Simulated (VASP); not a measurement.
Crystal: Si2N.

```
Si N
1.0
     1.47822    0.85345    5.48359
    -1.47822    0.85345    5.48359
     0.00000   -1.70690    5.48359
Si N
2 1
Cartesian
  0.0000 0.0000 9.9143
  0.0000 0.0000 6.5365
  0.0000 0.0000 0.0000
```

* Program: VASP 6.6.1
* Task: relaxation of cell and atoms
* Functional: PBE
* Potentials or basis: VASP PAW PBE potentials, release 64 (Si, N)
* Cutoff: 600 eV
* k mesh: 6 × 6 × 6
* Occupations: gaussian, width 0.1 eV
* Spin: no spin polarisation

At the start: pressure 14.1 GPa; volume 13.84 Å³/atom.

Task: Where does the relaxation end?

Result: Over 18 steps the energy falls by 541.9 meV/atom and the volume is 11.61 Å³/atom (-16.1 %); space group R-3m (No. 166, to 0.05 Å).

The path:
| step | energy change (eV) | largest force (eV/Å) | pressure (GPa) | volume (Å³) |
| --- | --- | --- | --- | --- |
| 1 | 0.0000 | 3.9792 | 14.11 | 41.51 |
| 2 | -0.8058 | 1.3792 | -16.55 | 49.09 |
| 3 | -1.0253 | 0.2307 | -10.97 | 46.82 |
| 4 | -1.0275 | 0.4647 | -10.07 | 46.53 |
| 5 | -1.3177 | 1.3798 | -10.57 | 42.29 |
| 6 | -1.3300 | 1.0799 | -10.70 | 42.97 |
| 7 | -1.4722 | 0.9002 | 6.01 | 36.30 |
| 8 | -1.5132 | 0.1806 | -0.58 | 38.25 |
| 9 | -1.5314 | 0.4733 | -0.54 | 38.08 |
| 10 | -1.5362 | 0.7107 | -0.42 | 37.93 |
| 11 | -1.5459 | 0.6496 | -0.98 | 37.84 |
| 12 | -1.5697 | 0.4649 | -2.42 | 37.54 |
| 13 | -1.5890 | 0.0806 | -4.57 | 36.93 |
| 14 | -1.6108 | 0.0589 | -3.19 | 35.94 |
| 15 | -1.6171 | 0.2032 | -1.88 | 35.17 |
| 16 | -1.6228 | 0.0325 | -0.80 | 35.00 |
| 17 | -1.6244 | 0.1108 | 0.17 | 34.85 |
| 18 | -1.6258 | 0.0206 | -0.04 | 34.83 |

Final structure:
```xyz
3
Lattice="1.3605 0.7855 5.4321 -1.3605 0.7855 5.4321 0.0000 -1.5709 5.4321" Properties=species:S:1:pos:R:3 pbc="T T T"
Si    0.0000    0.0000    9.5283
Si    0.0000    0.0000    6.7681
N     0.0000    0.0000    0.0000
```

Caveat: the k points lie up to 0.45 Å⁻¹ apart in the final cell; the volume moved by over 15 % at a fixed basis, so the end points are rough.
